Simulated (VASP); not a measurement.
# Zr3SiO (Pm-3m) in VASP: a series of runs, part 2 of 2

VASP 6.6.1. Earlier steps stand in the parts before.

## 3. Relaxation of cell and atoms, PBE

Input file INCAR:

```
ALGO = Normal ; EDIFF = 1E-6
EDIFFG = -0.01 ; ENCUT = 600
GGA = PE ; IBRION = 2
ISIF = 3 ; ISMEAR = 0
LASPH = T ; LCHARG = F
LREAL = F ; LWAVE = F
NELM = 80 ; NSW = 100
PREC = Accurate ; SIGMA = 0.1
```

Input file KPOINTS:

```
k-points
0
Gamma
  8 8 8
```

Input file POSCAR:

```
Zr3SiO
1.0
    4.3940903108      0.0000000000      0.0000000000
    0.0000000000      4.3940903108      0.0000000000
    0.0000000000      0.0000000000      4.3940903108
Zr Si O
3 1 1
Direct
    0.5000000000      0.0000000000      0.5000000000
    0.0000000000      0.5000000000      0.5000000000
    0.5000000000      0.5000000000      0.0000000000
    0.0000000000      0.0000000000      0.0000000000
    0.5000000000      0.5000000000      0.5000000000
```

Potentials or basis: VASP PAW PBE potentials, release 64 (Zr_sv, Si, O).

Launch:

```bash
> cat potpaw_PBE.64/Zr_sv/POTCAR potpaw_PBE.64/Si/POTCAR potpaw_PBE.64/O/POTCAR > POTCAR
> mpirun -np 1 vasp_std > vasp.out
```

OUTCAR:

```text
EDIFF = 1E-6
   EDIFFG = -0.01
   ENCUT = 600
   GGA = PE
   IBRION = 2
   ISIF = 3
   ISMEAR = 0
   LASPH = T
   LREAL = F
   NELM = 80
   NSW = 100
   PREC = Accurate

 ion  position               nearest neighbor table
   1  0.500  0.000  0.500-   5 2.20   5 2.20   4 3.11   2 3.11   3 3.11   4 3.11   2 3.11   3 3.11
                             3 3.11   3 3.11   2 3.11   4 3.11   4 3.11   2 3.11
   2  0.000  0.500  0.500-   5 2.20   5 2.20   4 3.11   1 3.11   3 3.11   4 3.11   1 3.11   4 3.11
                             4 3.11   1 3.11   3 3.11   3 3.11   3 3.11   1 3.11
   3  0.500  0.500  0.000-   5 2.20   5 2.20   4 3.11   1 3.11   1 3.11   2 3.11   2 3.11   1 3.11
                             4 3.11   1 3.11   2 3.11   4 3.11   2 3.11   4 3.11
   4  0.000  0.000  0.000-   1 3.11   2 3.11   3 3.11   1 3.11   2 3.11   2 3.11   3 3.11   2 3.11
                             1 3.11   3 3.11   1 3.11   3 3.11
   5  0.500  0.500  0.500-   1 2.20   2 2.20   3 2.20   3 2.20   1 2.20   2 2.20

  LATTYP: Found a simple cubic cell.
 ALAT       =     4.3940903108

  Lattice vectors:

 A1 = (   4.3940903108,   0.0000000000,   0.0000000000)
 A2 = (   0.0000000000,   4.3940903108,   0.0000000000)
 A3 = (   0.0000000000,   0.0000000000,   4.3940903108)

Analysis of symmetry for initial positions (statically):
=====================================================================
 Subroutine PRICEL returns:
 Original cell was already a primitive cell.

 Routine SETGRP: Setting up the symmetry group for a
 simple cubic supercell.

 Subroutine GETGRP returns: Found 48 space group operations
 (whereof 48 operations were pure point group operations)
 out of a pool of 48 trial point group operations.

The static configuration has the point symmetry O_h .

Analysis of symmetry for dynamics (positions and initial velocities):
=====================================================================
 Subroutine PRICEL returns:
 Original cell was already a primitive cell.

 Routine SETGRP: Setting up the symmetry group for a
 simple cubic supercell.

 Subroutine GETGRP returns: Found 48 space group operations
 (whereof 48 operations were pure point group operations)
[... 133 lines left out ...]
   GGA     = PE    functional components
   LHFCALC =     F    Hartree Fock is set to
   AEXX    =    0.0000 exact exchange contribution
   IVDW    =     0    specifies the selected vdW correction
   LEPSILON=     F    determine dielectric tensor
   LRPA    =     F    only Hartree local field effects (RPA)
 conjugate gradient relaxation of ions
 non-spin polarized calculation
 Gauss-broadening in eV      SIGMA  =   0.10
  energy-cutoff  :      600.00
  volume of cell :       84.84
 maximum number of plane-waves:      2897
 NGX is ok and might be reduce to    36
   NGX = 17   NGY = 17   NGZ = 17

--------------------------------------- Ionic step        1  -------------------------------------------

 number of electron      45.9999991 magnetization

 Free energy of the ion-electron system (eV)
  ---------------------------------------------------
  ext. energy  EPLUGINS =         0.00000000
  ---------------------------------------------------
  free energy    TOTEN  =       -41.72396237 eV

  energy without entropy =      -41.69429532  energy(sigma->0) =      -41.70912885

------------------------ aborting loop because EDIFF is reached ----------------------------------------

  FORCE on cell =-STRESS in cart. coord.  units (eV):
  Direction    XX          YY          ZZ          XY          YZ          ZX
  --------------------------------------------------------------------------------------
  -------------------------------------------------------------------------------------
  Total        0.0960445      0.0960445      0.0960445      0.0000000      0.0000000     -0.0000000
  in kB        1.8137453      1.8137453      1.8137453      0.0000000      0.0000000     -0.0000000
  external PRESSURE =       1.8137453 kB  Pullay stress =       0.0000000 kB
[... 65 lines left out ...]
--------------------------------------- Ionic step        3  -------------------------------------------

 number of electron      45.9999991 magnetization

 Free energy of the ion-electron system (eV)
  ---------------------------------------------------
  ext. energy  EPLUGINS =         0.00000000
  ---------------------------------------------------
  free energy    TOTEN  =       -41.72401967 eV

  energy without entropy =      -41.69432111  energy(sigma->0) =      -41.70917039

 E-fermi :  10.0493     XC(G=0): -11.4795

 val. band max:       10.0462397132   @ k =   0.3750   0.1250   0.1250
 cond. band min:      10.0544537568   @ k =   0.5000   0.3750   0.2500
 fundamental gap:      0.0082140436
 Fermi energy:        10.0492893604

 k-point     1 :       0.0000    0.0000    0.0000
  band No.  band energies     occupation
      1     -39.0732      2.00000
      2     -38.8498      2.00000
      3     -38.8498      2.00000
      4     -17.6053      2.00000
      5     -17.6053      2.00000
      6     -17.6053      2.00000
[... 709 lines left out ...]
     26      11.6166      0.00000
     27      12.2443      0.00000

 [... further k-points ...]
[... 5 lines left out ...]
  --------------------------------------------------------------------------------------
  -------------------------------------------------------------------------------------
  Total       -0.0024960     -0.0024960     -0.0024960      0.0000000      0.0000000     -0.0000000
  in kB       -0.0470782     -0.0470782     -0.0470782      0.0000000      0.0000000     -0.0000000
  external PRESSURE =      -0.0470782 kB  Pullay stress =       0.0000000 kB
[... 20 lines left out ...]
  FREE ENERGIE OF THE ION-ELECTRON SYSTEM (eV)
  ---------------------------------------------------
  free  energy   TOTEN  =       -41.7240196650 eV

  energy  without entropy=      -41.6943211069  energy(sigma->0) =      -41.70917039

 reached required accuracy - stopping structural energy minimisation
```

Run time: 4.2 min. Hardware: 1 thread of AMD EPYC 7R43 (Zen 3), shared host; peak memory 0.23 GiB.

Results:

- Free energy: -41.7240 eV
- Relaxed volume: 16.99 Å³/atom
- Relaxed cell: a = 4.396 Å, b = 4.396 Å, c = 4.396 Å, α = 90.00°, β = 90.00°, γ = 90.00°
- Space group after relaxing (to 0.05 Å): Pm-3m (No. 221)
- Energy gained by relaxing: 0.0 meV/atom
- Ionic steps: 3
- Pressure after relaxing: 0.0 GPa
- Band gap on the k mesh: zero (band 23 reaches 10.57 eV, above the bottom of band 24 at 9.49 eV)

Final structure:
```xyz
5
Lattice="4.3958 0.0000 0.0000 0.0000 4.3958 0.0000 0.0000 0.0000 4.3958" Properties=species:S:1:pos:R:3 pbc="T T T"
Zr    2.1979    0.0000    2.1979
Zr    0.0000    2.1979    2.1979
Zr    2.1979    2.1979    0.0000
Si    0.0000    0.0000    0.0000
O     2.1979    2.1979    2.1979
```

Levels at points of the mesh, in eV from the Fermi level:
```
           k point  band 21  band 22  band 23  band 24  band 25  band 26
(0.00, 0.00, 0.00)    -2.43    -2.43    -0.56    -0.56    -0.56     1.79
(0.50, 0.00, 0.00)    -1.88    -0.82     0.52     0.56     1.54     1.55
(0.50, 0.50, 0.00)    -0.01    -0.01     0.02     0.02     0.73     1.30
(0.50, 0.50, 0.50)    -1.01    -1.01    -1.01     0.29     0.29     0.29
```
